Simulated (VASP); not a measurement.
Write the native input for VASP 6.6.1 that does the following.

* Task: single point
* Functional: r2SCAN
* Potentials or basis: VASP PAW PBE potentials, release 64 (Mo_sv)
* Cutoff: 550 eV
* k mesh: 10 × 10 × 10
* Occupations: fermi-dirac, width 0.1 eV
* Spin: no spin polarisation
* Dipole correction: no
* Further INCAR settings: ALGO = Normal; EDIFF = 1e-06; NBANDS = 13

Mo:

```
Mo
1.0
    -1.58381    1.58381    1.58381
     1.58381   -1.58381    1.58381
     1.58381    1.58381   -1.58381
Mo
1
Direct
  0.00000 0.00000 0.00000
```

These files were run (other wordings do the same):

POSCAR

```
Mo
1.0
   -1.5838089719      1.5838089719      1.5838089719
    1.5838089719     -1.5838089719      1.5838089719
    1.5838089719      1.5838089719     -1.5838089719
Mo
1
Direct
    0.0000000000      0.0000000000      0.0000000000
```

INCAR.step1

```
SYSTEM = Mo
PREC = Accurate ; ENCUT = 550
ISMEAR = -1 ; SIGMA = 0.1
LREAL = .False. ; LASPH = .True.
NELM = 120 ; NBANDS = 13
GGA = PE ; ALGO = Normal
EDIFF = 1E-5 ; LWAVE = .True.
LCHARG = .False. ; GGA_COMPAT = .False.
```

INCAR.step2

```
SYSTEM = Mo
PREC = Accurate ; ENCUT = 550
EDIFF = 1E-6 ; ISMEAR = -1
SIGMA = 0.1 ; LREAL = .False.
LASPH = .True. ; NELM = 120
ALGO = Normal ; ISIF = 2
LWAVE = .False. ; LCHARG = .True.
METAGGA = R2SCAN ; LMIXTAU = .True.
LELF = .True. ; LVHAR = .True.
NBANDS = 13 ; ISTART = 1
GGA_COMPAT = .False.
```

KPOINTS

```
Automatic mesh
0
Gamma
  10 10 10
  0 0 0
```

Potentials or basis: VASP PAW PBE potentials, release 64 (Mo_sv).

Run with:

```sh
$ cat potpaw_PBE.64/Mo_sv/POTCAR > POTCAR
$ cp INCAR.step1 INCAR
$ mpirun -np 1 vasp_std > vasp.out
$ cp INCAR.step2 INCAR
$ mpirun -np 1 vasp_std > vasp.out
```

Results of the run:

| Item | Value |
| --- | --- |
| Pressure | -3.2 GPa |
| Band gap on the k mesh | zero (bands 7 and 8 overlap by 5.44 eV) |

Caveat: the cell stands under tension; the PAW data sets were made with another functional, which shifts forces and pressure a little.

It took 37 s on 1 thread of AMD EPYC 7R13 Processor (Zen 3) (shared host), peak memory 0.12 GiB.
